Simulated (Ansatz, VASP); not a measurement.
# WSe2: VASP beside Ansatz

```
W Se
1.0
     3.00027    0.00000    0.00000
    -1.50014    2.88228    0.00000
     0.00000    0.00000    7.49601
W Se
1 2
Direct
  0.00000 0.00000 0.00000
  0.33333 0.66667 0.24055
  0.33333 0.66667 0.75945
```

Change from the starting cell: strain +e along x and -e along y -0.0500, strain +e along z and -e/2 along x and y +0.0700.

Alike in both runs: task single point; functional PBE; dispersion D3(BJ); k mesh 9 × 9 × 4; occupations gaussian, width 0.05 eV; no spin polarisation.

```csv
,VASP,Ansatz
version,VASP 6.6.1,Ansatz 0.2.0
potentials or method,"VASP PAW PBE potentials, release 64 (W_sv, Se), cutoff 520 eV","scalar-relativistic, plane waves, PAW"
valence electrons in the cell,26,46
```

|  | VASP | Ansatz | Ansatz less VASP |
| --- | --- | --- | --- |
| gap on the k mesh at the Fermi level (eV) | 0.37 | 0.37 | 0.000 |
| least direct gap on the mesh (eV) | 1.14 | 1.14 | +0.002 |
| pressure (GPa) | 1.0 | 0.7 | -0.29 |
| traceless stress, the component that is largest in VASP (GPa) | 17.11 | 17.12 | +0.008 |
| rms of the force components (eV/Å) | 0.512 | 0.530 | +0.0179 |

Atom by atom the forces differ by 0.021 eV/Å (rms over components). VASP's potentials hold 26 valence electrons a cell and Ansatz's 46, so a difference there can come from the potentials and not from the codes.

Neither program's run includes spin-orbit coupling.
